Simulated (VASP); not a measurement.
# BaTe in VASP: further runs

BaTe is run at these levels: LDA; tasks: single point.

Everything below comes from runs of VASP 6.6.1. Logs are shortened: lines on timing, memory, paths and dates and some standing lists are left out, and cuts for length are marked.

**1. The cell of the first run**

Symmetry: Pm-3m, No. 221, cubic system. The conventional cell has a = 4.049 Å, b = 4.049 Å, c = 4.049 Å, α = 90.00°, β = 90.00°, γ = 90.00°. Within 4.6 Å of Ba (site symmetry m-3m) lie 8 Te at 3.51 Å and 6 Ba at 4.05 Å. Te (site symmetry m-3m) has 8 Ba at 3.51 Å and 6 Te at 4.05 Å within 4.6 Å.

**2. Single point, LDA (strain -0.050 along x and y, -0.050 along z)**

INCAR reads:

```
ALGO = Normal
EDIFF = 1E-6
ENCUT = 520
GGA = CA
ISIF = 2
ISMEAR = 0
LASPH = True
LCHARG = False
LREAL = False
LWAVE = False
NBANDS = 15
NELM = 80
PREC = Accurate
SIGMA = 0.05
```

KPOINTS reads:

```
k-points
0
Gamma
  6 6 6
```

POSCAR reads:

```
BaTe
1.0
    4.0493427000      0.0000000000      0.0000000000
    0.0000000000      4.0493427000      0.0000000000
    0.0000000000      0.0000000000      4.0493427000
Ba Te
1 1
Direct
    0.0000000000      0.0000000000      0.0000000000
    0.5000000000      0.5000000000      0.5000000000
```

Potentials or basis: VASP PAW LDA potentials, release 64 (Ba_sv, Te).

Started as:

```console
$ cat potpaw_LDA.64/Ba_sv/POTCAR potpaw_LDA.64/Te/POTCAR > POTCAR
$ mpirun -np 1 vasp_std > vasp.out
```

OUTCAR:

```text
EDIFF = 1E-6
   ENCUT = 520
   GGA = CA
   ISIF = 2
   ISMEAR = 0
   LASPH = True
   LREAL = False
   NELM = 80
   PREC = Accurate

 ion  position               nearest neighbor table
   1  0.000  0.000  0.000-   2 3.51   2 3.51   2 3.51   2 3.51   2 3.51   2 3.51   2 3.51   2 3.51

   2  0.500  0.500  0.500-   1 3.51   1 3.51   1 3.51   1 3.51   1 3.51   1 3.51   1 3.51   1 3.51

  LATTYP: Found a simple cubic cell.
 ALAT       =     4.0493427000

  Lattice vectors:

 A1 = (   4.0493427000,   0.0000000000,   0.0000000000)
 A2 = (   0.0000000000,   4.0493427000,   0.0000000000)
 A3 = (   0.0000000000,   0.0000000000,   4.0493427000)

Analysis of symmetry for initial positions (statically):
=====================================================================
 Subroutine PRICEL returns:
 Original cell was already a primitive cell.

 Routine SETGRP: Setting up the symmetry group for a
 simple cubic supercell.

 Subroutine GETGRP returns: Found 48 space group operations
 (whereof 48 operations were pure point group operations)
 out of a pool of 48 trial point group operations.

The static configuration has the point symmetry O_h .

Analysis of symmetry for dynamics (positions and initial velocities):
=====================================================================
 Subroutine PRICEL returns:
 Original cell was already a primitive cell.

 Routine SETGRP: Setting up the symmetry group for a
 simple cubic supercell.

 Subroutine GETGRP returns: Found 48 space group operations
 (whereof 48 operations were pure point group operations)
 out of a pool of 48 trial point group operations.

The dynamic configuration has the point symmetry O_h .

 Subroutine INISYM returns: Found 48 space group operations
 (whereof 48 operations are pure point group operations),
 and found     1 'primitive' translations

----------------------------------------------------------------------------------------

                                     Primitive cell

  volume of cell :      66.3978

  direct lattice vectors                    reciprocal lattice vectors
     4.049342700  0.000000000  0.000000000     0.246953660  0.000000000  0.000000000
     0.000000000  4.049342700  0.000000000     0.000000000  0.246953660  0.000000000
     0.000000000  0.000000000  4.049342700     0.000000000  0.000000000  0.246953660

  length of vectors
     4.049342700  4.049342700  4.049342700     0.246953660  0.246953660  0.246953660

  position of ions in fractional coordinates (direct lattice)
     0.000000000  0.000000000  0.000000000
     0.500000000  0.500000000  0.500000000

  ion indices of the primitive-cell ions
   primitive index   ion index
                 1           1
[... 82 lines left out ...]
   EFERMI =   0.00;   METHOD = LEGACY
   ISMEAR =     0;   SIGMA  =   0.05  broadening in eV -4-tet -1-fermi 0-gaus
   EFERMI_NEDOS =   21; number of points for ismear=-14 and -15
   IALGO  =     38    algorithm
   IMIX   =      4    mixing-type and parameters
     AMIX     =   0.40;   BMIX     =  1.00
     AMIX_MAG =   1.60;   BMIX_MAG =  1.00
  volume/ion in A,a.u.               =      33.20       224.04
  Fermi-wavevector in a.u.,A,eV,Ry     =   1.018741  1.925141 14.120568  1.037832
  Thomas-Fermi vector in A             =   2.152215
   LORBIT       =      0    0 simple, 1 ext, 2 COOP (PROOUT), +10 PAW based schemes
   GGA     = CA    functional components
   LHFCALC =     F    Hartree Fock is set to
   AEXX    =    0.0000 exact exchange contribution
   IVDW    =     0    specifies the selected vdW correction
   LEPSILON=     F    determine dielectric tensor
   LRPA    =     F    only Hartree local field effects (RPA)
 non-spin polarized calculation
 Gauss-broadening in eV      SIGMA  =   0.05
  energy-cutoff  :      520.00
  volume of cell :       66.40
 maximum number of plane-waves:      1804
   NGX = 15   NGY = 15   NGZ = 15

 number of electron      16.0000000 magnetization

 Free energy of the ion-electron system (eV)
  ---------------------------------------------------
  ext. energy  EPLUGINS =         0.00000000
  ---------------------------------------------------
  free energy    TOTEN  =        -9.33012536 eV

  energy without entropy =       -9.33012344  energy(sigma->0) =       -9.33012440

 E-fermi :   5.0174     XC(G=0):  -9.6923

 val. band max:        4.8949480541   @ k =   0.5000   0.5000   0.0000
 cond. band min:       5.1359296305   @ k =   0.0000   0.0000   0.0000
 fundamental gap:      0.2409815764
 Fermi energy:         5.0173947381

 k-point     1 :       0.0000    0.0000    0.0000
  band No.  band energies     occupation
      1     -22.9679      2.00000
      2      -7.9905      2.00000
      3      -7.9905      2.00000
      4      -7.9905      2.00000
      5      -6.0645      2.00000
      6       4.5349      2.00000
      7       4.5349      2.00000
      8       4.5349      2.00000
      9       5.1359      0.00080
     10       5.1359      0.00080
     11       7.9830      0.00000
     12       9.7245      0.00000
     13       9.7245      0.00000
     14       9.7245      0.00000
[... 329 lines left out ...]
      2      -8.4280      2.00000
      3      -8.4280      2.00000
      4      -8.4280      2.00000
      5      -4.7971      2.00000
      6       1.2876      2.00000
      7       1.2876      2.00000
      8       1.2876      2.00000
      9      10.1286      0.00000
     10      10.1286      0.00000
     11      10.1286      0.00000
     12      12.0294      0.00000
     13      12.0300      0.00000
     14      12.1360      0.00000
     15      12.1360      0.00000

------------------------ aborting loop because EDIFF is reached ----------------------------------------

  FORCE on cell =-STRESS in cart. coord.  units (eV):
  Direction    XX          YY          ZZ          XY          YZ          ZX
  --------------------------------------------------------------------------------------
  -------------------------------------------------------------------------------------
  Total        1.2888694      1.2888694      1.2888694     -0.0000000     -0.0000000      0.0000000
  in kB       31.1003955     31.1003955     31.1003955     -0.0000000     -0.0000000      0.0000000
  external PRESSURE =      31.1003955 kB  Pullay stress =       0.0000000 kB

 VOLUME and BASIS-vectors are now :
 -----------------------------------------------------------------------------
  energy-cutoff  :      520.00
  volume of cell :       66.40
      direct lattice vectors                 reciprocal lattice vectors
     4.049342700  0.000000000  0.000000000     0.246953660  0.000000000  0.000000000
     0.000000000  4.049342700  0.000000000     0.000000000  0.246953660  0.000000000
     0.000000000  0.000000000  4.049342700     0.000000000  0.000000000  0.246953660

 POSITION                                       TOTAL-FORCE (eV/Angst)
 -----------------------------------------------------------------------------------
      0.00000      0.00000      0.00000         0.000000      0.000000      0.000000
      2.02467      2.02467      2.02467         0.000000      0.000000      0.000000
 -----------------------------------------------------------------------------------
    total drift:                                0.000000     -0.000000     -0.000000

  FREE ENERGIE OF THE ION-ELECTRON SYSTEM (eV)
  ---------------------------------------------------
  free  energy   TOTEN  =        -9.3301253595 eV

  energy  without entropy=       -9.3301234391  energy(sigma->0) =       -9.33012440
```

stdout:

```text
POSCAR found type information on POSCAR BaTe
 POSCAR found :  2 types and       2 ions
 scaLAPACK will be used
 LDA part: xc-table for (Slater(with rela. corr.)+CA(PZ))
 , standard interpolation
 POSCAR, INCAR and KPOINTS ok, starting setup
 FFT: planning ... GRIDC
 FFT: planning ... GRID_SOFT
 FFT: planning ... GRID
 WAVECAR not read
 entering main loop
```

Run time: 11 s. Hardware: 1 thread of Intel Xeon Platinum 8488C (Sapphire Rapids), shared host; peak memory 0.15 GiB.

Results:

```
Free energy            : -9.3301 eV
Pressure               : 3.1 GPa
Band gap on the k mesh : 0.24 eV, indirect (least direct gap 0.60 eV)
```

Levels at points of the mesh, in eV from the valence-band top:
```csv
k point,band 5,band 6,band 7,band 8,band 9,band 10,band 11,band 12
"(0.00, 0.00, 0.00)",-10.96,-0.36,-0.36,-0.36,0.24,0.24,3.09,4.83
"(0.50, 0.00, 0.00)",-9.69,-4.01,-1.14,-1.14,1.17,4.60,5.31,5.45
"(0.50, 0.50, 0.00)",-10.26,-2.26,-2.26,0.00,0.67,2.63,2.81,2.81
"(0.50, 0.50, 0.50)",-9.69,-3.61,-3.61,-3.61,5.23,5.23,5.23,7.13
```

Caveat: the cell differs from its parent crystal (strain -0.050 along x and y, -0.050 along z); spin-orbit coupling is left out, which moves the levels of the heavy elements. A k mesh can miss the band edges.

**3. Single point, LDA (strain -0.025 along x and y, -0.025 along z)**

INCAR reads:

```
PREC     = Accurate       # precision mode
ENCUT    = 520            # plane-wave cutoff, eV
EDIFF    = 1E-6           # SCF threshold, eV
ISMEAR   = 0              # smearing method
SIGMA    = 0.05           # smearing width, eV
LREAL    = False          # projectors in reciprocal space
LASPH    = True           # aspherical terms in the spheres
NELM     = 80             # most SCF steps
ALGO     = Normal         # electronic algorithm
ISIF     = 2              # what is computed and relaxed
LWAVE    = False          # write WAVECAR
LCHARG   = False          # write CHGCAR
GGA      = CA             # functional
NBANDS   = 15             # bands
```

KPOINTS reads:

```
regular mesh
0
Gamma
  6 6 6
```

POSCAR reads:

```
BaTe
1.0
    4.1559043500      0.0000000000      0.0000000000
    0.0000000000      4.1559043500      0.0000000000
    0.0000000000      0.0000000000      4.1559043500
Ba Te
1 1
Direct
    0.0000000000      0.0000000000      0.0000000000
    0.5000000000      0.5000000000      0.5000000000
```

Potentials or basis: VASP PAW LDA potentials, release 64 (Ba_sv, Te).

Started as:

```console
$ cat potpaw_LDA.64/Ba_sv/POTCAR potpaw_LDA.64/Te/POTCAR > POTCAR
$ mpirun -np 1 vasp_std > vasp.out
```

Wall time 11 s (1 thread of Intel Xeon Platinum 8488C (Sapphire Rapids), shared host); peak memory 0.16 GiB.

It converged, with:

```
Free energy            : -9.3712 eV
Pressure               : -0.4 GPa
Band gap on the k mesh : 0.47 eV, indirect (least direct gap 0.76 eV)
```

Levels at points of the mesh, in eV from the valence-band top:
| k point | band 6 | band 7 | band 8 | band 9 | band 10 | band 11 |
| --- | --- | --- | --- | --- | --- | --- |
| (0.00, 0.00, 0.00) | -0.37 | -0.37 | -0.37 | 0.47 | 0.47 | 2.57 |
| (0.50, 0.00, 0.00) | -3.71 | -1.00 | -1.00 | 1.32 | 4.72 | 5.10 |
| (0.50, 0.50, 0.00) | -2.15 | -2.15 | 0.00 | 0.76 | 2.52 | 2.84 |
| (0.50, 0.50, 0.50) | -3.24 | -3.24 | -3.24 | 4.92 | 4.92 | 4.92 |

Caveat: the cell differs from its parent crystal (strain -0.025 along x and y, -0.025 along z); spin-orbit coupling is left out, which moves the levels of the heavy elements.

**4. Single point, LDA (strain +0.025 along x and y, +0.025 along z)**

INCAR reads:

```
SYSTEM = BaTe
PREC = Accurate
ENCUT = 520
EDIFF = 1E-6
ISMEAR = 0
SIGMA = 0.05
LREAL = .False.
LASPH = .True.
NELM = 100
ALGO = Normal
ISIF = 2
LWAVE = .False.
LCHARG = .False.
NBANDS = 15
```

KPOINTS reads:

```
regular mesh
0
Gamma
  6 6 6
  0 0 0
```

POSCAR reads:

```
BaTe
1.0
    4.3690276500      0.0000000000      0.0000000000
    0.0000000000      4.3690276500      0.0000000000
    0.0000000000      0.0000000000      4.3690276500
Ba Te
1 1
Direct
    0.0000000000      0.0000000000      0.0000000000
    0.5000000000      0.5000000000      0.5000000000
```

Started as:

```console
$ cat potpaw_LDA.64/Ba_sv/POTCAR potpaw_LDA.64/Te/POTCAR > POTCAR
$ mpirun -np 1 vasp_std > vasp.out
```

Wall time 11 s (1 thread of Intel Xeon Platinum 8488C (Sapphire Rapids), shared host); peak memory 0.16 GiB.

The run converged. Its results:

```yaml
Free_energy: -9.1727 eV
Pressure: -4.5 GPa
Band_gap_on_the_k_mesh: 0.82 eV, indirect (least direct gap 0.90 eV)
```

Levels at points of the mesh, in eV from the valence-band top:
```tsv
k point	band 6	band 7	band 8	band 9	band 10	band 11
(0.00, 0.00, 0.00)	-0.37	-0.37	-0.37	0.82	0.82	1.77
(0.50, 0.00, 0.00)	-3.16	-0.78	-0.78	1.52	4.46	4.52
(0.50, 0.50, 0.00)	-1.92	-1.92	0.00	0.90	2.34	2.84
(0.50, 0.50, 0.50)	-2.62	-2.62	-2.62	4.41	4.41	4.41
```

Caveat: the cell differs from its parent crystal (strain +0.025 along x and y, +0.025 along z); spin-orbit coupling is left out, which moves the levels of the heavy elements.

**5. Single point, LDA (strain +0.050 along x and y, +0.050 along z)**

INCAR reads:

```
SYSTEM = BaTe
PREC = Accurate ; ENCUT = 520
EDIFF = 1E-6 ; ISMEAR = 0
SIGMA = 0.05 ; LREAL = .FALSE.
LASPH = .TRUE. ; NELM = 100
ALGO = Normal ; ISIF = 2
LWAVE = .FALSE. ; LCHARG = .TRUE.
LELF = .TRUE. ; LVHAR = .TRUE.
NBANDS = 15
```

KPOINTS reads:

```
regular mesh
0
G
  6 6 6
  0 0 0
```

POSCAR reads:

```
BaTe
1.0
    4.4755893000      0.0000000000      0.0000000000
    0.0000000000      4.4755893000      0.0000000000
    0.0000000000      0.0000000000      4.4755893000
Ba Te
1 1
Direct
    0.0000000000      0.0000000000      0.0000000000
    0.5000000000      0.5000000000      0.5000000000
```

Started as:

```console
$ cat potpaw_LDA.64/Ba_sv/POTCAR potpaw_LDA.64/Te/POTCAR > POTCAR
$ mpirun -np 1 vasp_std > vasp.out
```

It took 18 s on 1 thread of Intel Xeon Platinum 8488C (Sapphire Rapids), shared host; peak memory 0.18 GiB.

It converged, with:

```yaml
Free_energy: -8.9762 eV
Pressure: -5.5 GPa
Band_gap_on_the_k_mesh: 0.94 eV, direct
```

Levels at points of the mesh, in eV from the valence-band top:
```tsv
k point	band 6	band 7	band 8	band 9	band 10	band 11
(0.00, 0.00, 0.00)	-0.36	-0.36	-0.36	0.95	0.95	1.45
(0.50, 0.00, 0.00)	-2.92	-0.69	-0.69	1.58	4.13	4.24
(0.50, 0.50, 0.00)	-1.80	-1.80	0.00	0.94	2.25	2.81
(0.50, 0.50, 0.50)	-2.36	-2.36	-2.36	4.20	4.20	4.20
```

Caveat: the cell differs from its parent crystal (strain +0.050 along x and y, +0.050 along z); spin-orbit coupling is left out, which moves the levels of the heavy elements. A k mesh can miss the band edges.

(Continued in part 2 of 2.)
